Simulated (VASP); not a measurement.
Runs of VASP 6.6.1 on ZrOs3. The structure is that of space group Pm-3m (No. 221), or close to it. The cells are those of the table. 

| cell | gap on the mesh (eV) | pressure (GPa) |
| --- | --- | --- |
| a = 3.997 Å, 4 atoms | none | -2.2 |
| a = 4.075 Å, 4 atoms | none | (a) |
| a = 4.049 Å, 4 atoms | none | -11.9 |
| a = 4.023 Å, 4 atoms | none | (b) |
| a = 3.943 Å, 4 atoms | none | 9.9 |
| a = 3.970 Å, 4 atoms | none | 3.5 |
| a = 3.915 Å, 4 atoms | none | 17.1 |

Alike in all rows: task single point; level PBE; potentials or basis VASP PAW PBE potentials, release 64 (Os, Zr_sv); no spin polarisation; k mesh 7 × 7 × 7; cutoff (eV) 520; smearing fermi-dirac 0.05 eV.

**Question.** Estimate the missing entries.

**Answer.** (a) -15.9; (b) -7.3.

Caveats: spin-orbit coupling is left out, which moves the levels of the heavy elements.

A k mesh can miss the band edges, and the runs leave out spin-orbit coupling on Os, Zr.

A gap of «none» marks levels without a gap at the run's occupations.
